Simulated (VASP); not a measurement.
# Si4W (P-6m2) in VASP: further runs

Runs on Si4W. Level: PBE. Tasks: single point.

Program: VASP 6.6.1. These are calculated values, not measurements. Logs are shortened: lines on timing, memory, paths and dates and some standing lists are left out, and cuts for length are marked.

### Step 1. The cell of the first run

Symmetry: P-6m2, No. 187, hexagonal system. The conventional cell has a = 6.400 Å, b = 6.400 Å, c = 2.483 Å, α = 90.00°, β = 90.00°, γ = 120.00°. Si (site symmetry mm2) has 5 Si at 2.28 to 2.48 Å within 3.0 Å. Si (site symmetry -6m2) has 5 Si at 2.28 to 2.48 Å within 3.0 Å. W (site symmetry -6m2) has 2 W at 2.48 Å and 6 Si at 3.23 Å within 3.3 Å.

### Step 2. Single point, PBE

Contents of INCAR:

```
PREC = Accurate
ENCUT = 500
EDIFF = 1E-6
ISMEAR = 0
SIGMA = 0.2
LREAL = False
LASPH = True
NELM = 120
ALGO = Normal
ISIF = 2
LWAVE = False
LCHARG = True
GGA = PE
LELF = True
LVHAR = True
NBANDS = 23
GGA_COMPAT = False
```

Contents of KPOINTS:

```
Automatic mesh
0
Gamma
  4 4 5
```

Contents of POSCAR:

```
Si4W
1.0
    6.3996322504     -0.0000000036      0.0000000000
   -3.1998161221      5.5422441055      0.0000000000
    0.0000000000      0.0000000000      2.4828091076
Si W
4 1
Direct
    0.8727362331      0.1272637669      0.0000000000
    0.8727362331      0.7454724661      0.0000000000
    0.2545275339      0.1272637669      0.0000000000
    0.6666666667      0.3333333333      0.0000000000
    0.3333333333      0.6666666667      0.0000000000
```

Potentials or basis: VASP PAW PBE potentials, release 64 (Si, W_sv).

On the command line:

```
$ cat potpaw_PBE.64/Si/POTCAR potpaw_PBE.64/W_sv/POTCAR > POTCAR
$ mpirun -np 1 vasp_std > vasp.out
```

OUTCAR:

```text
PREC = Accurate
   ENCUT = 500
   EDIFF = 1E-6
   ISMEAR = 0
   LREAL = False
   LASPH = True
   NELM = 120
   ISIF = 2
   GGA = PE

 ion  position               nearest neighbor table
   1  0.873  0.127  0.000-   4 2.28   2 2.44   3 2.44   5 3.23   5 3.23
   2  0.873  0.745  0.000-   4 2.28   3 2.44   1 2.44   5 3.23   5 3.23
   3  0.255  0.127  0.000-   4 2.28   2 2.44   1 2.44   5 3.23   5 3.23
   4  0.667  0.333  0.000-   2 2.28   3 2.28   1 2.28
   5  0.333  0.667  0.000-   3 3.23   2 3.23   1 3.23   1 3.23   3 3.23   2 3.23

  LATTYP: Found a hexagonal cell.
 ALAT       =     6.3996322504
 C/A-ratio  =     0.3879612157

  Lattice vectors:

 A1 = (   6.3996322504,  -0.0000000036,   0.0000000000)
 A2 = (  -3.1998161221,   5.5422441055,   0.0000000000)
 A3 = (   0.0000000000,   0.0000000000,   2.4828091076)

Analysis of symmetry for initial positions (statically):
=====================================================================
 Subroutine PRICEL returns:
 Original cell was already a primitive cell.

 Routine SETGRP: Setting up the symmetry group for a
 hexagonal supercell.

 Subroutine GETGRP returns: Found 12 space group operations
 (whereof 12 operations were pure point group operations)
 out of a pool of 24 trial point group operations.

The static configuration has the point symmetry D_3h.

Analysis of symmetry for dynamics (positions and initial velocities):
=====================================================================
 Subroutine PRICEL returns:
 Original cell was already a primitive cell.

 Routine SETGRP: Setting up the symmetry group for a
 hexagonal supercell.

 Subroutine GETGRP returns: Found 12 space group operations
 (whereof 12 operations were pure point group operations)
 out of a pool of 24 trial point group operations.

The dynamic configuration has the point symmetry D_3h.

 Subroutine INISYM returns: Found 12 space group operations
 (whereof 12 operations are pure point group operations),
 and found     1 'primitive' translations

----------------------------------------------------------------------------------------

                                     Primitive cell

  volume of cell :      88.0611

  direct lattice vectors                    reciprocal lattice vectors
     6.399632250 -0.000000004  0.000000000     0.156258979  0.090216163  0.000000000
    -3.199816122  5.542244106  0.000000000     0.000000000  0.180432327  0.000000000
     0.000000000  0.000000000  2.482809108     0.000000000  0.000000000  0.402769587

  length of vectors
     6.399632250  6.399632250  2.482809108     0.180432327  0.180432327  0.402769587

  position of ions in fractional coordinates (direct lattice)
     0.872736233  0.127263767  0.000000000
     0.872736233  0.745472466  0.000000000
     0.254527534  0.127263767  0.000000000
     0.666666667  0.333333333  0.000000000
     0.333333333  0.666666667  0.000000000

  ion indices of the primitive-cell ions
   primitive index   ion index
                 1           1
                 2           2
                 3           3
                 4           4
                 5           5

----------------------------------------------------------------------------------------

 KPOINTS: Automatic mesh

Automatic generation of k-mesh.
 Grid dimensions read from file:
 generate k-points for:    4    4    5

 Generating k-lattice:

  Cartesian coordinates                     Fractional coordinates (reciprocal lattice)
     0.039064745  0.022554041  0.000000000     0.250000000  0.000000000  0.000000000
     0.000000000  0.045108082  0.000000000     0.000000000  0.250000000  0.000000000
     0.000000000  0.000000000  0.080553917     0.000000000  0.000000000  0.200000000

  Length of vectors
     0.045108082  0.045108082  0.080553917

  Shift w.r.t. Gamma in fractional coordinates (k-lattice)
     0.000000000  0.000000000  0.000000000

 Subroutine IBZKPT returns following result:
 ===========================================

 Found     12 irreducible k-points:

 Following reciprocal coordinates:
            Coordinates               Weight
  0.000000  0.000000  0.000000      1.000000
  0.250000  0.000000  0.000000      6.000000
  0.500000  0.000000  0.000000      3.000000
  0.250000  0.250000  0.000000      6.000000
  0.000000  0.000000  0.200000      2.000000
  0.250000  0.000000  0.200000     12.000000
  0.500000  0.000000  0.200000      6.000000
  0.250000  0.250000  0.200000     12.000000
  0.000000  0.000000  0.400000      2.000000
  0.250000  0.000000  0.400000     12.000000
  0.500000  0.000000  0.400000      6.000000
  0.250000  0.250000  0.400000     12.000000
   k-points           NKPTS =     12   k-points in BZ     NKDIM =     12   number of bands    NBANDS=     23
   number of dos      NEDOS =    301   number of ions     NIONS =      5
   total plane-waves  NPLWV =  41472
   dimension x,y,z NGX =    48 NGY =   48 NGZ =   18
   dimension x,y,z NGXF=    96 NGYF=   96 NGZF=   36
   ions per type =               4   1
   NGX,Y,Z   is equivalent  to a cutoff of  12.47, 12.47, 12.05 a.u.
   NGXF,Y,Z  is equivalent  to a cutoff of  24.94, 24.94, 24.11 a.u.
 SYSTEM =  unknown system
   PREC   = accura    normal or accurate (medium, high low for compatibility)
   ISTART =      0    job   : 0-new  1-cont  2-samecut
   ICHARG =      2    charge: 1-file 2-atom 10-const
   ISPIN  =      1    spin polarized calculation?
   LNONCOLLINEAR =      F non collinear calculations
   LSORBIT =      F    spin-orbit coupling
   LASPH  =      T    aspherical Exc in radial PAW
   ENCUT  =  500.0 eV  36.75 Ry    6.06 a.u.  11.67 11.67  4.53*2*pi/ulx,y,z
   NELM   =    120;   NELMIN=  2; NELMDL= -5     # of ELM steps
   EDIFF  = 0.1E-05   stopping-criterion for ELM
   LREAL  =      F    real-space projection
   EDIFFG = 0.1E-04   stopping-criterion for IOM
   NSW    =      0    number of steps for IOM
   IBRION =     -1    ionic relax: 0-MD 1-quasi-New 2-CG
   NFREE  =      0    steps in history (QN), initial steepest desc. (CG)
   ISIF   =      2    stress and relaxation
   ISYM   =      2    0-nonsym 1-usesym 2-fastsym
   POTIM  = 0.5000    time-step for ionic-motion
   TEBEG  =    0.0;   TEEND  =   0.0 temperature during run
   PSTRESS=    0.0 pullay stress
   NELECT =      30.0000    total number of electrons
   NUPDOWN=      -1.0000    fix difference up-down
   EMIN   =  10.00;   EMAX   =-10.00  energy-range for DOS
   EFERMI =   0.00;   METHOD = LEGACY
   ISMEAR =     0;   SIGMA  =   0.20  broadening in eV -4-tet -1-fermi 0-gaus
   EFERMI_NEDOS =   21; number of points for ismear=-14 and -15
   IALGO  =     38    algorithm
   IMIX   =      4    mixing-type and parameters
     AMIX     =   0.40;   BMIX     =  1.00
     AMIX_MAG =   1.60;   BMIX_MAG =  1.00
  volume/ion in A,a.u.               =      17.61       118.85
  Fermi-wavevector in a.u.,A,eV,Ry     =   1.143371  2.160658 17.786865  1.307298
  Thomas-Fermi vector in A             =   2.280067
   LORBIT       =      0    0 simple, 1 ext, 2 COOP (PROOUT), +10 PAW based schemes
   GGA     = PE    functional components
   LHFCALC =     F    Hartree Fock is set to
   AEXX    =    0.0000 exact exchange contribution
   IVDW    =     0    specifies the selected vdW correction
   LEPSILON=     F    determine dielectric tensor
   LRPA    =     F    only Hartree local field effects (RPA)
 non-spin polarized calculation
 Gauss-broadening in eV      SIGMA  =   0.20
  energy-cutoff  :      500.00
  volume of cell :       88.06
 maximum number of plane-waves:      2283
 NGX is ok and might be reduce to    48
   NGX = 23   NGY = 23   NGZ =  9

 number of electron      30.0000000 magnetization

 Free energy of the ion-electron system (eV)
  ---------------------------------------------------
  ext. energy  EPLUGINS =         0.00000000
  ---------------------------------------------------
  free energy    TOTEN  =       -29.75275864 eV

  energy without entropy =      -29.68248050  energy(sigma->0) =      -29.71761957

 E-fermi :   7.7104     XC(G=0): -10.7666

 val. band max:        7.6302474091   @ k =   0.0000   0.0000   0.2000
 cond. band min:       7.7106912294   @ k =   0.2500   0.2500   0.2000
 fundamental gap:      0.0804438203
 Fermi energy:         7.7103727774

 k-point     1 :       0.0000    0.0000    0.0000
  band No.  band energies     occupation
      1     -66.4587      2.00000
      2     -30.7350      2.00000
      3     -30.7350      2.00000
      4     -29.4192      2.00000
      5      -5.2970      2.00000
      6      -2.0374      2.00000
[... 15 lines left out ...]
     22      11.7359      0.00000
     23      15.6625      0.00000

 k-point     2 :       0.2500    0.0000    0.0000
  band No.  band energies     occupation
      1     -66.4587      2.00000
      2     -30.7350      2.00000
      3     -30.7350      2.00000
      4     -29.4193      2.00000
      5      -5.0745      2.00000
      6      -3.1000      2.00000
[... 15 lines left out ...]
     22      13.2988      0.00000
     23      13.8957      0.00000

 k-point     3 :       0.5000    0.0000    0.0000
  band No.  band energies     occupation
      1     -66.4587      2.00000
      2     -30.7351      2.00000
      3     -30.7350      2.00000
      4     -29.4192      2.00000
      5      -4.6714      2.00000
      6      -3.8791      2.00000
[... 15 lines left out ...]
     22      13.5492      0.00000
     23      14.6667      0.00000

 k-point     4 :       0.2500    0.2500    0.0000
  band No.  band energies     occupation
      1     -66.4586      2.00000
      2     -30.7351      2.00000
      3     -30.7350      2.00000
      4     -29.4192      2.00000
      5      -4.6898      2.00000
      6      -3.8285      2.00000
[... 15 lines left out ...]
     22      13.2606      0.00000
     23      14.1484      0.00000

 k-point     5 :       0.0000    0.0000    0.2000
  band No.  band energies     occupation
      1     -66.3959      2.00000
      2     -30.6548      2.00000
      3     -30.6548      2.00000
      4     -30.1510      2.00000
      5      -4.3751      2.00000
      6      -1.1507      2.00000
[... 15 lines left out ...]
     22      12.0492      0.00000
     23      12.0492      0.00000

 k-point     6 :       0.2500    0.0000    0.2000
  band No.  band energies     occupation
      1     -66.3959      2.00000
      2     -30.6548      2.00000
      3     -30.6548      2.00000
      4     -30.1511      2.00000
      5      -4.1565      2.00000
      6      -2.1970      2.00000
[... 15 lines left out ...]
     22      11.9126      0.00000
     23      13.1860      0.00000

 k-point     7 :       0.5000    0.0000    0.2000
  band No.  band energies     occupation
      1     -66.3959      2.00000
      2     -30.6549      2.00000
      3     -30.6548      2.00000
      4     -30.1511      2.00000
      5      -3.7619      2.00000
      6      -2.9660      2.00000
[... 15 lines left out ...]
     22      11.6522      0.00000
     23      12.9501      0.00000

 k-point     8 :       0.2500    0.2500    0.2000
  band No.  band energies     occupation
      1     -66.3959      2.00000
      2     -30.6549      2.00000
      3     -30.6548      2.00000
      4     -30.1510      2.00000
      5      -3.7785      2.00000
      6      -2.9206      2.00000
[... 15 lines left out ...]
     22      12.3339      0.00000
     23      12.8765      0.00000

 k-point     9 :       0.0000    0.0000    0.4000
  band No.  band energies     occupation
      1     -66.2932      2.00000
      2     -31.2245      2.00000
      3     -30.5223      2.00000
      4     -30.5223      2.00000
      5      -1.7259      2.00000
      6       1.3679      2.00000
[... 15 lines left out ...]
     22      12.6341      0.00000
     23      12.9939      0.00000

 k-point    10 :       0.2500    0.0000    0.4000
  band No.  band energies     occupation
      1     -66.2932      2.00000
      2     -31.2245      2.00000
      3     -30.5224      2.00000
      4     -30.5223      2.00000
      5      -1.5144      2.00000
      6       0.3996      2.00000
[... 15 lines left out ...]
     22      11.4286      0.00000
     23      13.0654      0.00000

 k-point    11 :       0.5000    0.0000    0.4000
  band No.  band energies     occupation
      1     -66.2932      2.00000
      2     -31.2245      2.00000
      3     -30.5224      2.00000
      4     -30.5224      2.00000
      5      -1.1378      2.00000
      6      -0.3366      2.00000
[... 15 lines left out ...]
     22      12.0450      0.00000
     23      12.8802      0.00000

 k-point    12 :       0.2500    0.2500    0.4000
  band No.  band energies     occupation
      1     -66.2932      2.00000
      2     -31.2245      2.00000
      3     -30.5224      2.00000
      4     -30.5224      2.00000
      5      -1.1522      2.00000
      6      -0.2973      2.00000
[... 15 lines left out ...]
     22      12.0355      0.00000
     23      12.1177      0.00000

------------------------ aborting loop because EDIFF is reached ----------------------------------------

  FORCE on cell =-STRESS in cart. coord.  units (eV):
  Direction    XX          YY          ZZ          XY          YZ          ZX
  --------------------------------------------------------------------------------------
  -------------------------------------------------------------------------------------
  Total        0.0301584      0.0301584      0.1524723     -0.0000000     -0.0000000      0.0000000
  in kB        0.5487007      0.5487007      2.7740710     -0.0000000     -0.0000000      0.0000000
  external PRESSURE =       1.2904908 kB  Pullay stress =       0.0000000 kB

 VOLUME and BASIS-vectors are now :
 -----------------------------------------------------------------------------
  energy-cutoff  :      500.00
  volume of cell :       88.06
      direct lattice vectors                 reciprocal lattice vectors
     6.399632250 -0.000000004  0.000000000     0.156258979  0.090216163  0.000000000
    -3.199816122  5.542244106  0.000000000     0.000000000  0.180432327  0.000000000
     0.000000000  0.000000000  2.482809108     0.000000000  0.000000000  0.402769587

 POSITION                                       TOTAL-FORCE (eV/Angst)
 -----------------------------------------------------------------------------------
      5.17797      0.70533      0.00000         0.006595     -0.003808     -0.000000
      3.19982      4.13159      0.00000         0.000000      0.007616      0.000000
      1.22166      0.70533      0.00000        -0.006595     -0.003808     -0.000000
      3.19982      1.84741      0.00000         0.000000     -0.000000      0.000000
      0.00000      3.69483      0.00000         0.000000     -0.000000      0.000000
 -----------------------------------------------------------------------------------
    total drift:                                0.000000     -0.000000     -0.000000

  FREE ENERGIE OF THE ION-ELECTRON SYSTEM (eV)
  ---------------------------------------------------
  free  energy   TOTEN  =       -29.7527586390 eV

  energy  without entropy=      -29.6824805002  energy(sigma->0) =      -29.71761957
```

Wall time 10 s (1 thread of Intel Xeon 6975P-C (Granite Rapids), shared host); peak memory 0.19 GiB.

What came out:

| Property | Result |
| --- | --- |
| Free energy | -29.7528 eV |
| Pressure | 0.1 GPa |
| Largest force | 0.008 eV/Å |
| Band gap on the k mesh | zero (band 15 reaches 8.86 eV, above the bottom of band 16 at 6.73 eV) |

Forces in eV/Å, atoms in the order of the input:
```
Si   0.007 -0.004  0.000
Si   0.000  0.008  0.000
Si  -0.007 -0.004  0.000
Si   0.000  0.000  0.000
W    0.000  0.000  0.000
```

Stress tensor (GPa, compression positive):
```
0.05 0.00 0.00
0.00 0.05 0.00
0.00 0.00 0.28
```

Levels at points of the mesh, in eV from the Fermi level:
| k point | band 12 | band 13 | band 14 | band 15 | band 16 | band 17 |
| --- | --- | --- | --- | --- | --- | --- |
| (0.00, 0.00, 0.00) | -2.38 | -0.54 | -0.54 | 1.15 | 1.15 | 1.42 |
| (0.50, 0.00, 0.00) | -3.25 | -2.04 | -0.88 | -0.17 | 1.16 | 2.29 |

Caveat: the k points lie up to 0.51 Å⁻¹ apart; spin-orbit coupling is left out, which moves the levels of the heavy elements.

### Step 3. Single point, PBE

This run uses another cell than the first one, of 17.67 Å³/atom, 1.003 times its volume.

Contents of INCAR:

```
SYSTEM = Si4W
PREC = Accurate
ENCUT = 500
EDIFF = 1E-6
ISMEAR = 0
SIGMA = 0.2
LREAL = .FALSE.
LASPH = .TRUE.
NELM = 120
ALGO = Normal
ISIF = 2
LWAVE = .FALSE.
LCHARG = .TRUE.
GGA = PE
LELF = .TRUE.
LVHAR = .TRUE.
NBANDS = 23
GGA_COMPAT = .FALSE.
```

Contents of KPOINTS:

```
regular mesh
0
G
  4 4 4
  0 0 0
```

Contents of POSCAR:

```
Si4W
1.0
    4.7569937877      0.0000000000      0.0000000000
   -2.3784968939      4.1196774658      0.0000000000
    0.0000000000      0.0000000000      4.5090563829
Si W
4 1
Direct
    0.0000000000      0.0000000000      0.0000000000
    0.1674541898      0.8325458102      0.5000000000
    0.1674541898      0.3349083796      0.5000000000
    0.6650916204      0.8325458102      0.5000000000
    0.3333333333      0.6666666667      0.0000000000
```

Potentials or basis: VASP PAW PBE potentials, release 64 (Si, W_sv).

On the command line:

```
$ cat potpaw_PBE.64/Si/POTCAR potpaw_PBE.64/W_sv/POTCAR > POTCAR
$ mpirun -np 1 vasp_std > vasp.out
```

Wall time 11 s (1 thread of Intel Xeon 6975P-C (Granite Rapids), shared host); peak memory 0.2 GiB.

It converged, with:

| Item | Value |
| --- | --- |
| Free energy | -32.0405 eV |
| Pressure | 0.0 GPa |
| Largest force | 0.013 eV/Å |
| Band gap on the k mesh | zero (band 15 reaches 8.72 eV, above the bottom of band 16 at 7.51 eV) |

Forces on the atoms (eV/Å):
```
Si   0.000  0.000  0.000
Si  -0.012  0.007  0.000
Si   0.000 -0.013  0.000
Si   0.012  0.007  0.000
W    0.000  0.000  0.000
```

Levels at points of the mesh, in eV from the Fermi level:
```csv
k point,band 11,band 12,band 13,band 14,band 15,band 16,band 17,band 18,band 19,band 20
"(0.00, 0.00, 0.00)",-3.42,-3.42,-2.44,-2.44,-0.16,-0.16,0.25,1.59,3.64,3.64
"(0.50, 0.00, 0.00)",-2.73,-2.71,-2.51,-1.59,-0.12,0.27,1.16,1.52,2.33,3.25
"(0.00, 0.00, 0.50)",-3.71,-3.59,-2.99,-2.99,0.90,1.13,1.13,2.21,2.58,2.58
"(0.50, 0.00, 0.50)",-3.28,-2.54,-0.80,-0.74,0.00,0.20,1.80,2.27,3.05,3.58
```

Caveat: the k points lie up to 0.38 Å⁻¹ apart; spin-orbit coupling is left out, which moves the levels of the heavy elements.
